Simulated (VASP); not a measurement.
# AlGa3As4 (Amm2) in VASP: single point with PBE

Aim: the single point of AlGa3As4 with PBE.

Everything below comes from runs of VASP 6.6.1. Logs are shortened: lines on timing, memory, paths and dates and some standing lists are left out, and cuts for length are marked.

### Step 1. The cell of the first run

Symmetry: Amm2, No. 38, orthorhombic system. The conventional cell has a = 4.012 Å, b = 8.021 Å, c = 11.329 Å, α = 90.00°, β = 90.00°, γ = 90.00°. Within 3.2 Å of Al (site symmetry mm2) lie 4 As at 2.45 Å. Within 3.2 Å of Ga (site symmetry m) lie 4 As at 2.45 to 2.46 Å. Within 3.2 Å of Ga (site symmetry mm2) lie 4 As at 2.45 to 2.46 Å. Within 3.2 Å of As (site symmetry mm2) lie 2 Al at 2.45 Å and 2 Ga at 2.45 Å. As (site symmetry m) has 1 Al at 2.45 Å and 3 Ga at 2.45 to 2.46 Å within 3.2 Å. Within 3.2 Å of As (site symmetry mm2) lie 4 Ga at 2.46 Å.

### Step 2. Single point, PBE, non-collinear spin, zero start, spin-orbit coupling

File INCAR:

```
SYSTEM = AlGa3As4
  PREC = Accurate
  ENCUT = 500
  EDIFF = 1E-6
  ISMEAR = -1
  SIGMA = 0.02
  LREAL = .False.
  LASPH = .True.
  NELM = 200
  ALGO = Normal
  ISIF = 2
  LWAVE = .False.
  LCHARG = .True.
  LNONCOLLINEAR = .True.
  MAGMOM = 0 0 0 0 0 0 0 0 0 0 0 0 0 0 0 0 0 0 0 0 0 0 0 0
  LORBIT = 11
  LSORBIT = .True.
  GGA_COMPAT = .False.
  LORBMOM = .True.
  GGA = PE
  LVHAR = .True.
  NBANDS = 80
  KPAR = 4
```

File KPOINTS:

```
regular mesh
0
Gamma
  6 4 4
  0 0 0
```

File POSCAR:

```
AlGa3As4
1.0
    4.0123053743      0.0000000000      0.0000000000
    0.0000000000      4.0103010711      5.6646705986
    0.0000000000     -4.0103010711      5.6646705986
Al Ga As
1 3 4
Direct
    0.0000000000      0.0004024272      0.0004024272
    0.5000000000      0.0003885069      0.4996264072
    0.5000000000      0.4996264072      0.0003885069
    0.0000000000      0.4996897300      0.4996897300
    0.5000000000      0.1246902150      0.1246902150
    0.0000000000      0.1247619215      0.6254947796
    0.0000000000      0.6254947796      0.1247619215
    0.5000000000      0.6249460126      0.6249460126
```

Potentials or basis: VASP PAW PBE potentials, release 64 (Al, Ga_d, As).

Run with:

```sh
cat potpaw_PBE.64/Al/POTCAR potpaw_PBE.64/Ga_d/POTCAR potpaw_PBE.64/As/POTCAR > POTCAR
mpirun -np 4 vasp_ncl > vasp.out
```

OUTCAR:

```text
SYSTEM = AlGa3As4
   PREC = Accurate
   ENCUT = 500
   EDIFF = 1E-6
   ISMEAR = -1
   LREAL = .False.
   LASPH = .True.
   NELM = 200
   ISIF = 2
   LNONCOLLINEAR = .True.
   LORBIT = 11
   LSORBIT = .True.
   GGA = PE

 ion  position               nearest neighbor table
   1  0.000  0.000  0.000-   5 2.45   5 2.45   7 2.45   6 2.45
   2  0.500  0.000  0.500-   5 2.45   6 2.46   6 2.46   8 2.46
   3  0.500  0.500  0.000-   5 2.45   7 2.46   7 2.46   8 2.46
   4  0.000  0.500  0.500-   6 2.45   7 2.45   8 2.46   8 2.46
   5  0.500  0.125  0.125-   1 2.45   1 2.45   3 2.45   2 2.45
   6  0.000  0.125  0.625-   1 2.45   4 2.45   2 2.46   2 2.46
   7  0.000  0.625  0.125-   1 2.45   4 2.45   3 2.46   3 2.46
   8  0.500  0.625  0.625-   4 2.46   4 2.46   2 2.46   3 2.46

  LATTYP: Found a base centered orthorhombic cell.
 ALAT       =     8.0206021422
 B/A-ratio  =     1.4125300066
 C/A-ratio  =     0.5002498944

  Lattice vectors:

 A1 = (   0.0000000000,   4.0103010711,  -5.6646705986)
 A2 = (   0.0000000000,   4.0103010711,   5.6646705986)
 A3 = (   4.0123053743,   0.0000000000,   0.0000000000)

Analysis of symmetry for initial positions (statically):
=====================================================================
 Subroutine PRICEL returns:
 Original cell was already a primitive cell.

 Routine SETGRP: Setting up the symmetry group for a
 base centered orthorhombic supercell.

 Subroutine GETGRP returns: Found  4 space group operations
 (whereof  4 operations were pure point group operations)
 out of a pool of  8 trial point group operations.

The static configuration has the point symmetry C_2v.

Analysis of symmetry for dynamics (positions and initial velocities):
=====================================================================
 Subroutine PRICEL returns:
 Original cell was already a primitive cell.

 Routine SETGRP: Setting up the symmetry group for a
 base centered orthorhombic supercell.

 Subroutine GETGRP returns: Found  4 space group operations
 (whereof  4 operations were pure point group operations)
 out of a pool of  8 trial point group operations.

The dynamic configuration has the point symmetry C_2v.

Analysis of structural, dynamic, and magnetic symmetry:
=====================================================================
 Subroutine PRICEL returns:
 Original cell was already a primitive cell.

 Routine SETGRP: Setting up the symmetry group for a
 base centered orthorhombic supercell.

 Subroutine GETGRP returns: Found  4 space group operations
 (whereof  4 operations were pure point group operations)
[... 2081 lines left out ...]
  1         0.000   0.000   0.000
  2         0.000  -0.000  -0.000
  3        -0.000   0.000   0.000
  4         0.000   0.000   0.000
  5         0.000   0.000   0.000
  6         0.000   0.000   0.000
  7         0.000  -0.000  -0.000
  8         0.000   0.000   0.000
 ----------------------------------------
            0.000  -0.000  -0.000

 orbital moment (z)

 # of ion     p       d       tot
 ----------------------------------------
  1         0.000   0.000   0.000
  2         0.000   0.000   0.000
  3         0.000   0.000   0.000
  4         0.000   0.000   0.000
  5         0.000   0.000   0.000
  6         0.000   0.000   0.000
  7        -0.000  -0.000  -0.000
  8         0.000  -0.000   0.000
 ----------------------------------------
            0.000   0.000   0.000

 Spin-Orbit-Coupling matrix elements

 Ion:    1  E_soc:     -0.0001865
 l=   1
     0.0000000    -0.0000309    -0.0000313
    -0.0000309     0.0000000    -0.0000310
    -0.0000313    -0.0000310     0.0000000
 l=   2
     0.0000000     0.0000000     0.0000000     0.0000000     0.0000000
     0.0000000     0.0000000     0.0000000     0.0000000     0.0000000
     0.0000000     0.0000000     0.0000000     0.0000000     0.0000000
     0.0000000     0.0000000     0.0000000     0.0000000     0.0000000
     0.0000000     0.0000000     0.0000000     0.0000000     0.0000000
 l=   3
     0.0000000     0.0000000     0.0000000     0.0000000     0.0000000     0.0000000     0.0000000
     0.0000000     0.0000000     0.0000000     0.0000000     0.0000000     0.0000000     0.0000000
     0.0000000     0.0000000     0.0000000     0.0000000     0.0000000     0.0000000     0.0000000
     0.0000000     0.0000000     0.0000000     0.0000000     0.0000000     0.0000000     0.0000000
[... 129 lines left out ...]
 l=   2
     0.0000000    -0.0000009     0.0000000    -0.0000009    -0.0000037
    -0.0000009     0.0000000    -0.0000029    -0.0000037    -0.0000037
     0.0000000    -0.0000029     0.0000000    -0.0000028     0.0000000
    -0.0000009    -0.0000037    -0.0000028     0.0000000    -0.0000037
    -0.0000037    -0.0000037     0.0000000    -0.0000037     0.0000000
 l=   3
     0.0000000     0.0000000     0.0000000     0.0000000     0.0000000     0.0000000     0.0000000
     0.0000000     0.0000000     0.0000000     0.0000000     0.0000000     0.0000000     0.0000000
     0.0000000     0.0000000     0.0000000     0.0000000     0.0000000     0.0000000     0.0000000
     0.0000000     0.0000000     0.0000000     0.0000000     0.0000000     0.0000000     0.0000000
     0.0000000     0.0000000     0.0000000     0.0000000     0.0000000     0.0000000     0.0000000
     0.0000000     0.0000000     0.0000000     0.0000000     0.0000000     0.0000000     0.0000000
     0.0000000     0.0000000     0.0000000     0.0000000     0.0000000     0.0000000     0.0000000

 total charge

# of ion       s       p       d       tot
------------------------------------------
    1        0.407   0.373   0.000   0.780
    2        0.879   0.790   9.993  11.662
    3        0.879   0.790   9.993  11.662
    4        0.880   0.792   9.993  11.665
    5        1.200   1.641   0.028   2.869
    6        1.205   1.617   0.029   2.851
    7        1.205   1.617   0.029   2.851
    8        1.209   1.593   0.031   2.833
--------------------------------------------------
tot          7.864   9.212  30.096  47.172

 magnetization (x)

# of ion       s       p       d       tot
------------------------------------------
    1        0.000   0.000   0.000   0.000
    2        0.000   0.000  -0.000   0.000
    3       -0.000  -0.000   0.000  -0.000
    4        0.000   0.000   0.000   0.000
    5        0.000   0.000   0.000   0.000
    6       -0.000  -0.000   0.000  -0.000
    7        0.000   0.000  -0.000   0.000
    8        0.000   0.000   0.000   0.000
--------------------------------------------------
tot          0.000   0.000   0.000   0.000

 magnetization (y)

# of ion       s       p       d       tot
------------------------------------------
    1        0.000   0.000   0.000   0.000
    2        0.000   0.000   0.000   0.000
    3        0.000   0.000   0.000   0.000
    4        0.000   0.000   0.000   0.000
    5        0.000   0.000   0.000   0.000
    6        0.000   0.000   0.000   0.000
    7        0.000   0.000   0.000   0.000
    8        0.000   0.000   0.000   0.000
--------------------------------------------------
tot          0.000   0.000   0.000   0.000

 magnetization (z)

# of ion       s       p       d       tot
------------------------------------------
    1        0.000   0.000   0.000   0.000
    2        0.000   0.000   0.000   0.000
    3        0.000   0.000   0.000   0.000
    4        0.000   0.000   0.000   0.000
    5        0.000   0.000   0.000   0.000
    6        0.000   0.000   0.000   0.000
    7        0.000   0.000   0.000   0.000
    8        0.000   0.000   0.000   0.000
--------------------------------------------------
tot          0.000   0.000   0.000   0.000
```

Run time: 13 min. Hardware: 4 MPI ranks of Oxide Virtual Turin-like, shared host; peak memory 1.1 GiB.

Results:

```
Free energy                                           : -34.1805 eV
Pressure                                              : 2.8 GPa
Largest force                                         : 0.058 eV/Å
Net moment                                            : 0.00 μB per cell
Valence electrons inside the program's atomic spheres : Al 0.78; Ga 11.66; As 2.87, 2.85, 2.83 (each value once)
```

Forces on the atoms (eV/Å):
```
Al   0.000  0.000 -0.013
Ga   0.000 -0.016  0.001
Ga   0.000  0.016  0.001
Ga   0.000  0.000  0.012
As   0.000  0.000 -0.058
As   0.000 -0.043  0.029
As   0.000  0.043  0.029
As   0.000  0.000 -0.001
```

Moments on the atoms (μB; x, y, z):
```
Al  0.00 0.00 0.00
Ga  0.00 0.00 0.00
Ga  0.00 0.00 0.00
Ga  0.00 0.00 0.00
As  0.00 0.00 0.00
As  0.00 0.00 0.00
As  0.00 0.00 0.00
As  0.00 0.00 0.00
```
